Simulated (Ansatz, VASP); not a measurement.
**One calculation of Si2Ni, two programs**

```
Si Ni
1.0
     0.00000    3.05708    2.16136
     3.05708    0.00000    2.16136
     3.05708    3.05708    0.00000
Si Ni
2 1
Direct
  0.25000 0.25000 0.25000
  0.75000 0.75000 0.75000
  0.00000 0.00000 0.00000
```

Alike in both runs: task single point; functional PBE; k mesh 16 × 16 × 16; occupations gaussian, width 0.15 eV; no spin polarisation.

|  | VASP | Ansatz |
| --- | --- | --- |
| version | VASP 6.6.1 | Ansatz 0.2.0 |
| potentials or method | VASP PAW PBE potentials, release 64 (Si, Ni), cutoff 520 eV | scalar-relativistic, plane waves, PAW |
| valence electrons in the cell | 18 | 26 |

Ansatz gave:

- gap on the k mesh at the Fermi level (eV): none
- pressure (GPa): 10.2
- traceless stress, the component that is largest in VASP (GPa): 42.58

Problem. Which values does VASP return?

Solution. gap on the k mesh at the Fermi level (eV): none; pressure (GPa): 10.1; traceless stress, the component that is largest in VASP (GPa): 42.20.

A gap of «none» marks a metal or a gap that the smearing closes. With one functional, cell and mesh, what is left measures potentials, basis and numerics. VASP's potentials hold 18 valence electrons a cell and Ansatz's 26, so a difference there can come from the potentials and not from the codes.
